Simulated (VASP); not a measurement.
# TiAg2 in VASP: a series of runs

TiAg2 is run at these levels: r2SCAN; tasks: single point.

Program: VASP 6.6.1. These are calculated values, not measurements. Logs are shortened: lines on timing, memory, paths and dates and some standing lists are left out, and cuts for length are marked.

## 1. The cell of the first run

The typed cell holds 3 atoms: a = 3.200 Å, b = 3.200 Å, c = 5.724 Å, α = 90.00°, β = 90.00°, γ = 120.00°.

## 2. Single point, r2SCAN

Contents of POSCAR:

```
TiAg2
1.0
    3.1998280000      0.0000000000      0.0000000000
   -1.5999140000      2.7711360000      0.0000000000
    0.0000000000      0.0000000000      5.7242450000
Ag Ti
2 1
Direct
    0.3333000000      0.6667000000      0.2500000000
    0.6667000000      0.3333000000      0.7500000000
    0.0000000000      0.0000000000      0.0000000000
```

Contents of INCAR.step1:

```
SYSTEM = TiAg2
PREC = Accurate ; ENCUT = 520
ISMEAR = -1 ; SIGMA = 0.1
LREAL = .False. ; LASPH = .True.
NELM = 100 ; NBANDS = 24
GGA = PE ; ALGO = Normal
EDIFF = 1E-4 ; LWAVE = .True.
LCHARG = .False.
```

Contents of INCAR.step2:

```
SYSTEM = TiAg2
PREC = Accurate ; ENCUT = 520
EDIFF = 1E-6 ; ISMEAR = -1
SIGMA = 0.1 ; LREAL = .False.
LASPH = .True. ; NELM = 100
ALGO = Normal ; ISIF = 2
LWAVE = .False. ; LCHARG = .True.
METAGGA = R2SCAN ; LMIXTAU = .True.
LELF = .True. ; LVHAR = .True.
NBANDS = 24 ; ISTART = 1
```

Contents of KPOINTS:

```
Automatic mesh
0
Gamma
  6 6 3
  0 0 0
```

Potentials or basis: VASP PAW PBE potentials, release 64 (Ag, Ti_sv).

On the command line:

```bash
$ cat potpaw_PBE.64/Ag/POTCAR potpaw_PBE.64/Ti_sv/POTCAR > POTCAR
$ cp INCAR.step1 INCAR
$ mpirun -np 1 vasp_std > vasp.out
$ cp INCAR.step2 INCAR
$ mpirun -np 1 vasp_std > vasp.out
```

OUTCAR:

```text
SYSTEM = TiAg2
   PREC = Accurate
   ENCUT = 520
   EDIFF = 1E-6
   ISMEAR = -1
   LREAL = .False.
   LASPH = .True.
   NELM = 100
   ISIF = 2
   METAGGA = R2SCAN
   ISTART = 1

 ion  position               nearest neighbor table
   1  0.333  0.667  0.250-   3 2.34   3 2.34   3 2.34   2 3.41   2 3.41   2 3.41   2 3.41   2 3.41
                             2 3.41
   2  0.667  0.333  0.750-   3 2.34   3 2.34   3 2.34   1 3.41   1 3.41   1 3.41   1 3.41   1 3.41
                             1 3.41
   3  0.000  0.000  0.000-   1 2.34   2 2.34   2 2.34   1 2.34   2 2.34   1 2.34

  LATTYP: Found a hexagonal cell.
 ALAT       =     3.1998280000
 C/A-ratio  =     1.7889227171

  Lattice vectors:

 A1 = (   3.1998280000,   0.0000000000,   0.0000000000)
 A2 = (  -1.5999140000,   2.7711360000,   0.0000000000)
 A3 = (   0.0000000000,   0.0000000000,   5.7242450000)

Analysis of symmetry for initial positions (statically):
=====================================================================
 Subroutine PRICEL returns:
 Original cell was already a primitive cell.

 Routine SETGRP: Setting up the symmetry group for a
 hexagonal supercell.

 Subroutine GETGRP returns: Found  4 space group operations
 (whereof  4 operations were pure point group operations)
 out of a pool of 24 trial point group operations.

The static configuration has the point symmetry C_2h.

Analysis of symmetry for dynamics (positions and initial velocities):
=====================================================================
 Subroutine PRICEL returns:
 Original cell was already a primitive cell.

 Routine SETGRP: Setting up the symmetry group for a
 hexagonal supercell.

 Subroutine GETGRP returns: Found  4 space group operations
 (whereof  4 operations were pure point group operations)
 out of a pool of 24 trial point group operations.

The dynamic configuration has the point symmetry C_2h.

 Subroutine INISYM returns: Found  4 space group operations
 (whereof  4 operations are pure point group operations),
 and found     1 'primitive' translations

----------------------------------------------------------------------------------------

                                     Primitive cell

  volume of cell :      50.7578

  direct lattice vectors                    reciprocal lattice vectors
     3.199828000  0.000000000  0.000000000     0.312516798  0.180431419  0.000000000
    -1.599914000  2.771136000  0.000000000     0.000000000  0.360862837  0.000000000
     0.000000000  0.000000000  5.724245000     0.000000000  0.000000000  0.174695528

  length of vectors
     3.199828000  3.199831173  5.724245000     0.360863195  0.360862837  0.174695528

  position of ions in fractional coordinates (direct lattice)
     0.333300000  0.666700000  0.250000000
     0.666700000  0.333300000  0.750000000
     0.000000000  0.000000000  0.000000000

  ion indices of the primitive-cell ions
   primitive index   ion index
                 1           1
                 2           2
                 3           3

----------------------------------------------------------------------------------------

 KPOINTS: Automatic mesh

Automatic generation of k-mesh.
 Grid dimensions read from file:
 generate k-points for:    6    6    3

 Generating k-lattice:

  Cartesian coordinates                     Fractional coordinates (reciprocal lattice)
     0.052086133  0.030071903  0.000000000     0.166666667  0.000000000  0.000000000
     0.000000000  0.060143806  0.000000000     0.000000000  0.166666667  0.000000000
     0.000000000  0.000000000  0.058231843     0.000000000  0.000000000  0.333333333

  Length of vectors
     0.060143866  0.060143806  0.058231843

  Shift w.r.t. Gamma in fractional coordinates (k-lattice)
     0.000000000  0.000000000  0.000000000

 Subroutine IBZKPT returns following result:
 ===========================================

 Found     34 irreducible k-points:

 Following reciprocal coordinates:
            Coordinates               Weight
  0.000000  0.000000  0.000000      1.000000
  0.166667 -0.000000  0.000000      4.000000
 -0.166667  0.166667  0.000000      2.000000
  0.333333  0.000000  0.000000      4.000000
 -0.333333  0.333333  0.000000      2.000000
  0.500000 -0.000000  0.000000      2.000000
[... 16 lines left out ...]
  0.500000 -0.000000  0.333333      4.000000
  0.500000  0.500000  0.333333      2.000000
 [... further k-points ...]
   k-points           NKPTS =     34   k-points in BZ     NKDIM =     34   number of bands    NBANDS=     24
   number of dos      NEDOS =    301   number of ions     NIONS =      3
   total plane-waves  NPLWV =  27648
   dimension x,y,z NGX =    24 NGY =   24 NGZ =   48
   dimension x,y,z NGXF=    48 NGYF=   48 NGZF=   96
   ions per type =               2   1
   NGX,Y,Z   is equivalent  to a cutoff of  12.47, 12.47, 13.94 a.u.
   NGXF,Y,Z  is equivalent  to a cutoff of  24.94, 24.94, 27.88 a.u.
 SYSTEM =  TiAg2
   PREC   = accura    normal or accurate (medium, high low for compatibility)
   ISTART =      1    job   : 0-new  1-cont  2-samecut
   ICHARG =      0    charge: 1-file 2-atom 10-const
   ISPIN  =      1    spin polarized calculation?
   LNONCOLLINEAR =      F non collinear calculations
   LSORBIT =      F    spin-orbit coupling
   LASPH  =      T    aspherical Exc in radial PAW
   ENCUT  =  520.0 eV  38.22 Ry    6.18 a.u.   5.95  5.95 10.64*2*pi/ulx,y,z
   NELM   =    100;   NELMIN=  2; NELMDL=  0     # of ELM steps
   EDIFF  = 0.1E-05   stopping-criterion for ELM
   LREAL  =      F    real-space projection
[... 7 lines left out ...]
   TEBEG  =    0.0;   TEEND  =   0.0 temperature during run
   PSTRESS=    0.0 pullay stress
   NELECT =      34.0000    total number of electrons
   NUPDOWN=      -1.0000    fix difference up-down
   EMIN   =  10.00;   EMAX   =-10.00  energy-range for DOS
   EFERMI =   0.00;   METHOD = LEGACY
   ISMEAR =    -1;   SIGMA  =   0.10  broadening in eV -4-tet -1-fermi 0-gaus
   EFERMI_NEDOS =   21; number of points for ismear=-14 and -15
   IALGO  =     38    algorithm
   IMIX   =      4    mixing-type and parameters
     AMIX     =   0.40;   BMIX     =  1.00
     AMIX_MAG =   1.60;   BMIX_MAG =  1.00
  volume/ion in A,a.u.               =      16.92       114.18
  Fermi-wavevector in a.u.,A,eV,Ry     =   1.432409  2.706860 27.916356  2.051794
  Thomas-Fermi vector in A             =   2.552039
   LORBIT       =      0    0 simple, 1 ext, 2 COOP (PROOUT), +10 PAW based schemes
   METAGGA = R2SCAN    functional components
   LHFCALC =     F    Hartree Fock is set to
   AEXX    =    0.0000 exact exchange contribution
   IVDW    =     0    specifies the selected vdW correction
   LEPSILON=     F    determine dielectric tensor
   LRPA    =     F    only Hartree local field effects (RPA)
 non-spin polarized calculation
  energy-cutoff  :      520.00
  volume of cell :       50.76
 maximum number of plane-waves:      1392
   NGX = 11   NGY = 11   NGZ = 21

 number of electron      34.0000002 magnetization

 Free energy of the ion-electron system (eV)
  ---------------------------------------------------
  ext. energy  EPLUGINS =         0.00000000
  ---------------------------------------------------
  free energy    TOTEN  =       -51.71398411 eV

  energy without entropy =      -51.64824613  energy(sigma->0) =      -51.68111512

 E-fermi :   9.1565     XC(G=0): -12.6878

 val. band max:        9.0433391955   @ k =  -0.3333  -0.1667   0.3333
 cond. band min:       9.2764091238   @ k =   0.3333   0.0000   0.0000
 fundamental gap:      0.2330699283
 Fermi energy:         9.1565311323

 k-point     1 :       0.0000    0.0000    0.0000
  band No.  band energies     occupation
      1     -50.4421      2.00000
      2     -25.9265      2.00000
      3     -25.6129      2.00000
      4     -25.6127      2.00000
      5       1.0870      2.00000
      6       1.7330      2.00000
[... 16 lines left out ...]
     23      20.1644      0.00000
     24      22.6050      0.00000

 k-point     2 :       0.1667   -0.0000    0.0000
  band No.  band energies     occupation
      1     -50.4358      2.00000
      2     -25.9207      2.00000
      3     -25.6692      2.00000
      4     -25.6267      2.00000
      5       1.6206      2.00000
      6       1.7141      2.00000
[... 16 lines left out ...]
     23      19.2178      0.00000
     24      21.3799      0.00000

 k-point     3 :      -0.1667    0.1667    0.0000
  band No.  band energies     occupation
      1     -50.4358      2.00000
      2     -25.9207      2.00000
      3     -25.6694      2.00000
      4     -25.6265      2.00000
      5       1.6206      2.00000
      6       1.7143      2.00000
[... 16 lines left out ...]
     23      19.2173      0.00000
     24      21.3810      0.00000

 k-point     4 :       0.3333    0.0000    0.0000
  band No.  band energies     occupation
      1     -50.4233      2.00000
      2     -25.9096      2.00000
      3     -25.7804      2.00000
      4     -25.6542      2.00000
      5       1.3145      2.00000
      6       2.0232      2.00000
[... 16 lines left out ...]
     23      14.3454      0.00000
     24      18.3097      0.00000

 k-point     5 :      -0.3333    0.3333    0.0000
  band No.  band energies     occupation
      1     -50.4233      2.00000
      2     -25.9096      2.00000
      3     -25.7805      2.00000
      4     -25.6540      2.00000
      5       1.3148      2.00000
      6       2.0230      2.00000
[... 451 lines left out ...]
 k-point    22 :       0.3333   -0.3333    0.3333
  band No.  band energies     occupation
      1     -50.4232      2.00000
      2     -25.9096      2.00000
      3     -25.7805      2.00000
      4     -25.6540      2.00000
      5       1.4268      2.00000
      6       1.9548      2.00000
[... 16 lines left out ...]
     23      15.1810      0.00000
     24      18.2621      0.00000

 k-point    23 :       0.5000   -0.0000    0.3333
  band No.  band energies     occupation
      1     -50.4170      2.00000
      2     -25.9042      2.00000
      3     -25.8350      2.00000
      4     -25.6678      2.00000
      5       1.2052      2.00000
      6       1.9233      2.00000
[... 16 lines left out ...]
     23      13.3684      0.00000
     24      17.4144      0.00000

 k-point    24 :       0.5000    0.5000    0.3333
  band No.  band energies     occupation
      1     -50.4170      2.00000
      2     -25.9042      2.00000
      3     -25.8352      2.00000
      4     -25.6677      2.00000
      5       1.2055      2.00000
      6       1.9232      2.00000
[... 16 lines left out ...]
     23      13.3680      0.00000
     24      17.4151      0.00000

 [... further k-points ...]

------------------------ aborting loop because EDIFF is reached ----------------------------------------

  FORCE on cell =-STRESS in cart. coord.  units (eV):
  Direction    XX          YY          ZZ          XY          YZ          ZX
  --------------------------------------------------------------------------------------
  -------------------------------------------------------------------------------------
  Total       11.9767163     11.9724590     14.8469848     -0.0037143     -0.0020516      0.0035534
  in kB      378.0468794    377.9124975    468.6473422     -0.1172439     -0.0647597      0.1121649
  external PRESSURE =     408.2022397 kB  Pullay stress =       0.0000000 kB

 VOLUME and BASIS-vectors are now :
 -----------------------------------------------------------------------------
  energy-cutoff  :      520.00
  volume of cell :       50.76
      direct lattice vectors                 reciprocal lattice vectors
     3.199828000  0.000000000  0.000000000     0.312516798  0.180431419  0.000000000
    -1.599914000  2.771136000  0.000000000     0.000000000  0.360862837  0.000000000
     0.000000000  0.000000000  5.724245000     0.000000000  0.000000000  0.174695528

 POSITION                                       TOTAL-FORCE (eV/Angst)
 -----------------------------------------------------------------------------------
     -0.00016      1.84752      1.43106         0.001245     -0.000719      6.147812
      1.60007      0.92362      4.29318        -0.001245      0.000719     -6.147812
      0.00000      0.00000      0.00000         0.000000      0.000000      0.000000
 -----------------------------------------------------------------------------------
    total drift:                                0.000000      0.000000     -0.000000

  FREE ENERGIE OF THE ION-ELECTRON SYSTEM (eV)
  ---------------------------------------------------
  free  energy   TOTEN  =       -51.7139841076 eV

  energy  without entropy=      -51.6482461344  energy(sigma->0) =      -51.68111512
```

Wall time 5.7 min (1 thread of AMD EPYC 7R13, shared host); peak memory 0.17 GiB.

Results:

| Item | Value |
| --- | --- |
| Free energy | -51.7140 eV |
| Pressure | 40.8 GPa |
| Largest force | 6.148 eV/Å |
| Band gap on the k mesh | zero (band 17 reaches 9.52 eV, above the bottom of band 18 at 8.81 eV) |

Forces in eV/Å, atoms in the order of the input:
```
Ag   0.001 -0.001  6.148
Ag  -0.001  0.001 -6.148
Ti   0.000  0.000  0.000
```

Levels at points of the mesh, in eV from the Fermi level:
```
           k point  band 13  band 14  band 15  band 16  band 17  band 18  band 19  band 20  band 21  band 22
(0.00, 0.00, 0.00)    -6.45    -5.73    -5.73    -2.60    -1.43     1.19     1.19     2.27     2.27     2.56
(0.50, 0.00, 0.00)    -5.48    -5.43    -2.85    -2.03    -1.22     1.02     1.28     2.52     2.62     3.00
(0.50, 0.50, 0.00)    -5.48    -5.43    -2.85    -2.03    -1.22     1.02     1.28     2.52     2.62     3.00
```

Caveat: the k points lie up to 0.38 Å⁻¹ apart; the PAW data sets were made with another functional, which shifts forces and pressure a little.

(Part 1 of 2 ends here.)
